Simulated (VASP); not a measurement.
# WS2 (Fm-3m) in VASP: single point with PBE

Aim: the single point of WS2 with PBE.

Everything below comes from runs of VASP 6.6.1. Logs are shortened: lines on timing, memory, paths and dates and some standing lists are left out, and cuts for length are marked.

### 1 The cell of the first run

Symmetry: Fm-3m, No. 225, cubic system. Conventional cell: a = 5.862 Å, b = 5.862 Å, c = 5.862 Å, α = 90.00°, β = 90.00°, γ = 90.00°. W (site symmetry m-3m) has 8 S at 2.54 Å within 3.3 Å. S (site symmetry -43m) has 4 W at 2.54 Å and 6 S at 2.93 Å within 3.3 Å.

### 2 Single point, PBE

The input, INCAR:

```
SYSTEM = WS2
PREC = Accurate
ENCUT = 520
EDIFF = 1E-6
ISMEAR = -1
SIGMA = 0.02
LREAL = .False.
LASPH = .True.
NELM = 80
ALGO = Normal
ISIF = 2
LWAVE = .False.
LCHARG = .True.
GGA = PE
LELF = .True.
LVHAR = .True.
NBANDS = 20
```

The input, KPOINTS:

```
Automatic mesh
0
Gamma
  6 6 6
  0 0 0
```

The input, POSCAR:

```
WS2
1.0
    0.0000000000      2.9311595479      2.9311595479
    2.9311595479      0.0000000000      2.9311595479
    2.9311595479      2.9311595479      0.0000000000
W S
1 2
Direct
    0.0000000000      0.0000000000      0.0000000000
    0.2500000000      0.2500000000      0.2500000000
    0.7500000000      0.7500000000      0.7500000000
```

Potentials or basis: VASP PAW PBE potentials, release 64 (W_sv, S).

Command:

```console
cat potpaw_PBE.64/W_sv/POTCAR potpaw_PBE.64/S/POTCAR > POTCAR
mpirun -np 1 vasp_std > vasp.out
```

OUTCAR:

```text
SYSTEM = WS2
   PREC = Accurate
   ENCUT = 520
   EDIFF = 1E-6
   ISMEAR = -1
   LREAL = .False.
   LASPH = .True.
   NELM = 80
   ISIF = 2
   GGA = PE

 ion  position               nearest neighbor table
   1  0.000  0.000  0.000-   3 2.54   3 2.54   3 2.54   2 2.54   3 2.54   2 2.54   2 2.54   2 2.54

   2  0.250  0.250  0.250-   1 2.54   1 2.54   1 2.54   1 2.54
   3  0.750  0.750  0.750-   1 2.54   1 2.54   1 2.54   1 2.54

  LATTYP: Found a face centered cubic cell.
 ALAT       =     5.8623190958

  Lattice vectors:

 A1 = (   0.0000000000,   2.9311595479,   2.9311595479)
 A2 = (   2.9311595479,   0.0000000000,   2.9311595479)
 A3 = (   2.9311595479,   2.9311595479,   0.0000000000)

Analysis of symmetry for initial positions (statically):
=====================================================================
 Subroutine PRICEL returns:
 Original cell was already a primitive cell.

 Routine SETGRP: Setting up the symmetry group for a
 face centered cubic supercell.

 Subroutine GETGRP returns: Found 48 space group operations
 (whereof 48 operations were pure point group operations)
 out of a pool of 48 trial point group operations.

The static configuration has the point symmetry O_h .

Analysis of symmetry for dynamics (positions and initial velocities):
=====================================================================
 Subroutine PRICEL returns:
 Original cell was already a primitive cell.

 Routine SETGRP: Setting up the symmetry group for a
 face centered cubic supercell.

 Subroutine GETGRP returns: Found 48 space group operations
 (whereof 48 operations were pure point group operations)
 out of a pool of 48 trial point group operations.

The dynamic configuration has the point symmetry O_h .

 Subroutine INISYM returns: Found 48 space group operations
 (whereof 48 operations are pure point group operations),
 and found     1 'primitive' translations

----------------------------------------------------------------------------------------

                                     Primitive cell

  volume of cell :      50.3673

  direct lattice vectors                    reciprocal lattice vectors
     0.000000000  2.931159548  2.931159548    -0.170580957  0.170580957  0.170580957
     2.931159548  0.000000000  2.931159548     0.170580957 -0.170580957  0.170580957
     2.931159548  2.931159548  0.000000000     0.170580957  0.170580957 -0.170580957

  length of vectors
     4.145285586  4.145285586  4.145285586     0.295454884  0.295454884  0.295454884

  position of ions in fractional coordinates (direct lattice)
     0.000000000  0.000000000  0.000000000
[... 70 lines left out ...]
   NELM   =     80;   NELMIN=  2; NELMDL= -5     # of ELM steps
   EDIFF  = 0.1E-05   stopping-criterion for ELM
   LREAL  =      F    real-space projection
   EDIFFG = 0.1E-04   stopping-criterion for IOM
   NSW    =      0    number of steps for IOM
   IBRION =     -1    ionic relax: 0-MD 1-quasi-New 2-CG
   NFREE  =      0    steps in history (QN), initial steepest desc. (CG)
   ISIF   =      2    stress and relaxation
   ISYM   =      2    0-nonsym 1-usesym 2-fastsym
   POTIM  = 0.5000    time-step for ionic-motion
   TEBEG  =    0.0;   TEEND  =   0.0 temperature during run
   PSTRESS=    0.0 pullay stress
   NELECT =      26.0000    total number of electrons
   NUPDOWN=      -1.0000    fix difference up-down
   EMIN   =  10.00;   EMAX   =-10.00  energy-range for DOS
   EFERMI =   0.00;   METHOD = LEGACY
   ISMEAR =    -1;   SIGMA  =   0.02  broadening in eV -4-tet -1-fermi 0-gaus
   EFERMI_NEDOS =   21; number of points for ismear=-14 and -15
   IALGO  =     38    algorithm
   IMIX   =      4    mixing-type and parameters
     AMIX     =   0.40;   BMIX     =  1.00
     AMIX_MAG =   1.60;   BMIX_MAG =  1.00
  volume/ion in A,a.u.               =      16.79       113.30
  Fermi-wavevector in a.u.,A,eV,Ry     =   1.313257  2.481696 23.465216  1.724645
  Thomas-Fermi vector in A             =   2.443593
   LORBIT       =      0    0 simple, 1 ext, 2 COOP (PROOUT), +10 PAW based schemes
   GGA     = PE    functional components
   LHFCALC =     F    Hartree Fock is set to
   AEXX    =    0.0000 exact exchange contribution
   IVDW    =     0    specifies the selected vdW correction
   LEPSILON=     F    determine dielectric tensor
   LRPA    =     F    only Hartree local field effects (RPA)
 non-spin polarized calculation
  energy-cutoff  :      520.00
  volume of cell :       50.37
 maximum number of plane-waves:      1380
   NGX = 15   NGY = 15   NGZ = 15

 number of electron      25.9999998 magnetization

 Free energy of the ion-electron system (eV)
  ---------------------------------------------------
  ext. energy  EPLUGINS =         0.00000000
  ---------------------------------------------------
  free energy    TOTEN  =       -21.11797446 eV

  energy without entropy =      -21.11059907  energy(sigma->0) =      -21.11428677

 E-fermi :   8.3152     XC(G=0): -11.3843

 val. band max:        8.3013266359   @ k =   0.3333   0.0000   0.0000
 cond. band min:       8.3168482214   @ k =   0.5000   0.1667   0.0000
 fundamental gap:      0.0155215854
 Fermi energy:         8.3151664783

 k-point     1 :       0.0000    0.0000    0.0000
  band No.  band energies     occupation
      1     -66.0347      2.00000
      2     -30.2272      2.00000
      3     -30.2272      2.00000
      4     -30.2272      2.00000
      5      -7.6012      2.00000
      6      -2.7397      2.00000
[... 357 lines left out ...]
     19      15.9393      0.00000
     20      16.3253      0.00000

------------------------ aborting loop because EDIFF is reached ----------------------------------------

  FORCE on cell =-STRESS in cart. coord.  units (eV):
  Direction    XX          YY          ZZ          XY          YZ          ZX
  --------------------------------------------------------------------------------------
  -------------------------------------------------------------------------------------
  Total        0.2658893      0.2658893      0.2658893     -0.0000000     -0.0000000     -0.0000000
  in kB        8.4579090      8.4579090      8.4579090     -0.0000000     -0.0000000     -0.0000000
  external PRESSURE =       8.4579090 kB  Pullay stress =       0.0000000 kB

 VOLUME and BASIS-vectors are now :
 -----------------------------------------------------------------------------
  energy-cutoff  :      520.00
  volume of cell :       50.37
      direct lattice vectors                 reciprocal lattice vectors
     0.000000000  2.931159548  2.931159548    -0.170580957  0.170580957  0.170580957
     2.931159548  0.000000000  2.931159548     0.170580957 -0.170580957  0.170580957
     2.931159548  2.931159548  0.000000000     0.170580957  0.170580957 -0.170580957

 POSITION                                       TOTAL-FORCE (eV/Angst)
 -----------------------------------------------------------------------------------
      0.00000      0.00000      0.00000         0.000000     -0.000000     -0.000000
      1.46558      1.46558      1.46558        -0.000000     -0.000000     -0.000000
      4.39674      4.39674      4.39674         0.000000      0.000000      0.000000
 -----------------------------------------------------------------------------------
    total drift:                                0.000000     -0.000000      0.000000

  FREE ENERGIE OF THE ION-ELECTRON SYSTEM (eV)
  ---------------------------------------------------
  free  energy   TOTEN  =       -21.1179744613 eV

  energy  without entropy=      -21.1105990741  energy(sigma->0) =      -21.11428677
```

OSZICAR:

```text
N       E                     dE             d eps       ncg     rms          rms(c)
DAV:   1     0.195290079344E+03    0.19529E+03   -0.13008E+04   640   0.131E+03
DAV:   2    -0.116664309290E+02   -0.20696E+03   -0.20092E+03   724   0.341E+02
DAV:   3    -0.224750723019E+02   -0.10809E+02   -0.10584E+02   792   0.709E+01
DAV:   4    -0.226603559751E+02   -0.18528E+00   -0.18455E+00   768   0.963E+00
DAV:   5    -0.226629129512E+02   -0.25570E-02   -0.25565E-02   772   0.120E+00    0.210E+01
DAV:   6    -0.213782568625E+02    0.12847E+01   -0.11560E+01   728   0.186E+01    0.899E+00
DAV:   7    -0.211431469582E+02    0.23511E+00   -0.17942E+00   712   0.729E+00    0.684E+00
DAV:   8    -0.211179074618E+02    0.25239E-01   -0.94027E-02   712   0.221E+00    0.610E-01
DAV:   9    -0.211177476503E+02    0.15981E-03   -0.25677E-03   744   0.356E-01    0.202E-01
DAV:  10    -0.211179451037E+02   -0.19745E-03   -0.10091E-03   728   0.206E-01    0.546E-02
DAV:  11    -0.211179611055E+02   -0.16002E-04   -0.36424E-05   744   0.465E-02    0.141E-02
DAV:  12    -0.211179740641E+02   -0.12959E-04   -0.16787E-05   708   0.226E-02    0.588E-03
DAV:  13    -0.211179744613E+02   -0.39719E-06   -0.10757E-06   688   0.635E-03
   1 F= -.21117974E+02 E0= -.21114287E+02  d E =-.737539E-02
```

stdout:

```text
POSCAR found type information on POSCAR W S
 POSCAR found :  2 types and       3 ions
 scaLAPACK will be used
 LDA part: xc-table for (Slater+PW92), standard interpolation
 POSCAR, INCAR and KPOINTS ok, starting setup
 FFT: planning ... GRIDC
 FFT: planning ... GRID_SOFT
 FFT: planning ... GRID
 WAVECAR not read
 entering main loop
```

It took 11 s on 1 thread of Intel Xeon 6975P-C, shared host; peak memory 0.18 GiB.

Results:

| Property | Result |
| --- | --- |
| Free energy | -21.1180 eV |
| Pressure | 0.8 GPa |
| Band gap on the k mesh | zero (band 13 reaches 8.67 eV, above the bottom of band 14 at 7.49 eV) |

Caveat: spin-orbit coupling is left out, which moves the levels of the heavy elements.
